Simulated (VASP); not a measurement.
# KMgI3 (Pm-3m) in VASP: a series of runs, part 2 of 2

VASP 6.6.1. Earlier steps stand in the parts before.

### 3 Single point, PBE (volume changed by -3%)

The input, INCAR:

```
SYSTEM = KMgI3
ALGO = Normal
EDIFF = 1E-7
ENCUT = 520
GGA = PE
ISIF = 2
ISMEAR = 0
LASPH = .TRUE.
LCHARG = .FALSE.
LREAL = .FALSE.
LWAVE = .FALSE.
NBANDS = 24
NELM = 100
PREC = Accurate
SIGMA = 0.01
```

The input, KPOINTS:

```
k-points
0
G
  4 4 4
  0 0 0
```

The input, POSCAR:

```
KMgI3
1.0
    5.7932205664      0.0000000000      0.0000000000
    0.0000000000      5.7932205664      0.0000000000
    0.0000000000      0.0000000000      5.7932205664
K Mg I
1 1 3
Direct
    0.0000000000      0.0000000000      0.0000000000
    0.5000000000      0.5000000000      0.5000000000
    0.5000000000      0.5000000000      0.0000000000
    0.5000000000      0.0000000000      0.5000000000
    0.0000000000      0.5000000000      0.5000000000
```

Potentials or basis: VASP PAW PBE potentials, release 64 (K_sv, Mg, I).

The run is started by

```sh
> cat potpaw_PBE.64/K_sv/POTCAR potpaw_PBE.64/Mg/POTCAR potpaw_PBE.64/I/POTCAR > POTCAR
> mpirun -np 1 vasp_std > vasp.out
```

OUTCAR:

```text
SYSTEM = KMgI3
   EDIFF = 1E-7
   ENCUT = 520
   GGA = PE
   ISIF = 2
   ISMEAR = 0
   LASPH = .TRUE.
   LREAL = .FALSE.
   NELM = 100
   PREC = Accurate

 ion  position               nearest neighbor table
   1  0.000  0.000  0.000-
   2  0.500  0.500  0.500-   3 2.90   4 2.90   5 2.90   3 2.90   4 2.90   5 2.90
   3  0.500  0.500  0.000-   2 2.90   2 2.90
   4  0.500  0.000  0.500-   2 2.90   2 2.90
   5  0.000  0.500  0.500-   2 2.90   2 2.90

  LATTYP: Found a simple cubic cell.
 ALAT       =     5.7932205664

  Lattice vectors:

 A1 = (   5.7932205664,   0.0000000000,   0.0000000000)
 A2 = (   0.0000000000,   5.7932205664,   0.0000000000)
 A3 = (   0.0000000000,   0.0000000000,   5.7932205664)

Analysis of symmetry for initial positions (statically):
=====================================================================
 Subroutine PRICEL returns:
 Original cell was already a primitive cell.

[... 157 lines left out ...]
  free energy    TOTEN  =       -12.78874609 eV

  energy without entropy =      -12.78874609  energy(sigma->0) =      -12.78874609

 E-fermi :   1.6032     XC(G=0):  -7.6807

 val. band max:        1.5342182948   @ k =   0.5000   0.5000   0.5000
 cond. band min:       2.7606107297   @ k =   0.0000   0.0000   0.0000
 fundamental gap:      1.2263924349
 Fermi energy:         1.6032429657

 k-point     1 :       0.0000    0.0000    0.0000
  band No.  band energies     occupation
      1     -28.2878      2.00000
      2     -11.7476      2.00000
      3     -11.7476      2.00000
      4     -11.7476      2.00000
      5     -10.4706      2.00000
      6      -9.6254      2.00000
[... 259 lines left out ...]
     23       8.1468      0.00000
     24       8.8761      0.00000

------------------------ aborting loop because EDIFF is reached ----------------------------------------

  FORCE on cell =-STRESS in cart. coord.  units (eV):
  Direction    XX          YY          ZZ          XY          YZ          ZX
  --------------------------------------------------------------------------------------
  -------------------------------------------------------------------------------------
  Total        0.7410712      0.7410712      0.7410712     -0.0000000      0.0000000      0.0000000
  in kB        6.1067522      6.1067522      6.1067522     -0.0000000      0.0000000      0.0000000
  external PRESSURE =       6.1067522 kB  Pullay stress =       0.0000000 kB

 VOLUME and BASIS-vectors are now :
 -----------------------------------------------------------------------------
  energy-cutoff  :      520.00
  volume of cell :      194.43
      direct lattice vectors                 reciprocal lattice vectors
     5.793220566  0.000000000  0.000000000     0.172615558  0.000000000  0.000000000
     0.000000000  5.793220566  0.000000000     0.000000000  0.172615558  0.000000000
     0.000000000  0.000000000  5.793220566     0.000000000  0.000000000  0.172615558

 POSITION                                       TOTAL-FORCE (eV/Angst)
 -----------------------------------------------------------------------------------
      0.00000      0.00000      0.00000         0.000000      0.000000      0.000000
      2.89661      2.89661      2.89661         0.000000      0.000000      0.000000
      2.89661      2.89661      0.00000         0.000000      0.000000      0.000000
      2.89661      0.00000      2.89661         0.000000      0.000000      0.000000
      0.00000      2.89661      2.89661         0.000000      0.000000      0.000000
 -----------------------------------------------------------------------------------
    total drift:                               -0.000000      0.000000     -0.000000

  FREE ENERGIE OF THE ION-ELECTRON SYSTEM (eV)
  ---------------------------------------------------
  free  energy   TOTEN  =       -12.7887460870 eV

  energy  without entropy=      -12.7887460870  energy(sigma->0) =      -12.78874609
```

stdout:

```text
POSCAR found type information on POSCAR K MgI
 POSCAR found :  3 types and       5 ions
 scaLAPACK will be used
 LDA part: xc-table for (Slater+PW92), standard interpolation
 POSCAR, INCAR and KPOINTS ok, starting setup
 FFT: planning ... GRIDC
 FFT: planning ... GRID_SOFT
 FFT: planning ... GRID
 WAVECAR not read
 entering main loop
```

Wall time 28 s (1 thread of Intel Xeon 6975P-C (Granite Rapids), shared host); peak memory 0.33 GiB.

Results:

* Free energy: -12.7887 eV
* Pressure: 0.6 GPa
* Band gap on the k mesh: 1.23 eV, indirect (least direct gap 1.73 eV)

Caveat: the cell differs from its parent crystal (volume changed by -3%); spin-orbit coupling is left out, which moves the levels of the heavy elements. A k mesh can miss the band edges.

### 4 Single point, PBE

This run uses another cell than the first one, of 39.30 Å³/atom, 1.043 times its volume.

The input, INCAR:

```
SYSTEM = KMgI3
PREC = Accurate ; ENCUT = 520
EDIFF = 1E-7 ; ISMEAR = 0
SIGMA = 0.01 ; LREAL = .False.
LASPH = .True. ; NELM = 80
ALGO = Normal ; ISIF = 2
LWAVE = .False. ; LCHARG = .False.
GGA = PE ; NBANDS = 24
```

The input, KPOINTS:

```
Automatic mesh
0
Gamma
  4 4 4
  0 0 0
```

Changes to POSCAR since step 3:

```diff
@@ -2,5 +2,5 @@
 1.0
-    5.7932205664      0.0000000000      0.0000000000
-    0.0000000000      5.7932205664      0.0000000000
-    0.0000000000      0.0000000000      5.7932205664
+    5.8138566201      0.0000000000      0.0000000000
+    0.0000000000      5.8138566201      0.0000000000
+    0.0000000000      0.0000000000      5.8138566201
 K Mg I
```

The run is started by

```sh
> cat potpaw_PBE.64/K_sv/POTCAR potpaw_PBE.64/Mg/POTCAR potpaw_PBE.64/I/POTCAR > POTCAR
> mpirun -np 1 vasp_std > vasp.out
```

Run time: 27 s. Hardware: 1 thread of Intel Xeon 6975P-C (Granite Rapids), shared host; peak memory 0.33 GiB.

The run converged. Its results:

```yaml
Free_energy: -12.7953 eV
Pressure: 0.4 GPa
Band_gap_on_the_k_mesh: 1.21 eV, indirect (least direct gap 1.71 eV)
```

Levels at points of the mesh, in eV from the valence-band top:
```csv
k point,band 14,band 15,band 16,band 17,band 18,band 19
"(0.00, 0.00, 0.00)",-0.50,-0.50,-0.50,1.21,3.36,5.03
"(0.50, 0.00, 0.00)",-1.09,-0.65,-0.65,3.41,4.82,5.09
"(0.50, 0.50, 0.00)",-1.31,-1.01,-0.02,5.02,5.12,5.12
"(0.50, 0.50, 0.50)",0.00,0.00,0.00,3.76,4.38,4.38
```

Caveat: spin-orbit coupling is left out, which moves the levels of the heavy elements. A k mesh can miss the band edges.

### 5 Single point, PBE

This run uses another cell than the first one, of 40.09 Å³/atom, 1.064 times its volume.

The input, INCAR:

```
ALGO = Normal ; EDIFF = 1E-7
ENCUT = 520 ; GGA = PE
ISIF = 2 ; ISMEAR = 0
LASPH = True ; LCHARG = False
LREAL = False ; LWAVE = False
NBANDS = 24 ; NELM = 100
PREC = Accurate ; SIGMA = 0.01
```

The input, KPOINTS:

```
k-points
0
Gamma
  4 4 4
```

Changes to POSCAR since step 4:

```diff
@@ -2,5 +2,5 @@
 1.0
-    5.8138566201      0.0000000000      0.0000000000
-    0.0000000000      5.8138566201      0.0000000000
-    0.0000000000      0.0000000000      5.8138566201
+    5.8523391451      0.0000000000      0.0000000000
+    0.0000000000      5.8523391451      0.0000000000
+    0.0000000000      0.0000000000      5.8523391451
 K Mg I
```

The run is started by

```sh
> cat potpaw_PBE.64/K_sv/POTCAR potpaw_PBE.64/Mg/POTCAR potpaw_PBE.64/I/POTCAR > POTCAR
> mpirun -np 1 vasp_std > vasp.out
```

Run time: 27 s. Hardware: 1 thread of Intel Xeon 6975P-C (Granite Rapids), shared host; peak memory 0.32 GiB.

It converged, with:

```yaml
Free_energy: -12.8000 eV
Pressure: 0.0 GPa
Band_gap_on_the_k_mesh: 1.18 eV, indirect (least direct gap 1.66 eV)
```

Levels at points of the mesh, in eV from the valence-band top:
```tsv
k point	band 13	band 14	band 15	band 16	band 17	band 18	band 19	band 20
(0.00, 0.00, 0.00)	-0.81	-0.49	-0.49	-0.49	1.18	3.35	5.06	5.06
(0.50, 0.00, 0.00)	-1.25	-1.04	-0.63	-0.63	3.35	4.82	5.08	5.78
(0.50, 0.50, 0.00)	-1.26	-1.26	-0.99	-0.02	4.94	5.10	5.10	5.33
(0.50, 0.50, 0.50)	-0.98	0.00	0.00	0.00	3.79	4.36	4.36	4.36
```

Caveat: spin-orbit coupling is left out, which moves the levels of the heavy elements.

### 6 The runs side by side

```tsv
cell	gap on the mesh (eV)	pressure (GPa)
a = 5.733 Å, 5 atoms	1.27	1.3
a = 5.793 Å, 5 atoms	1.23	0.6
a = 5.814 Å, 5 atoms	1.21	0.4
a = 5.852 Å, 5 atoms	1.18	0.0
```

Alike in all rows: task single point; level PBE; potentials or basis VASP PAW PBE potentials, release 64 (K_sv, Mg, I); no spin polarisation; k mesh 4 × 4 × 4; cutoff (eV) 520; smearing gaussian 0.01 eV.

Caveats: spin-orbit coupling is left out, which moves the levels of the heavy elements.

Absolute energies hang on the potentials; compare differences alone.
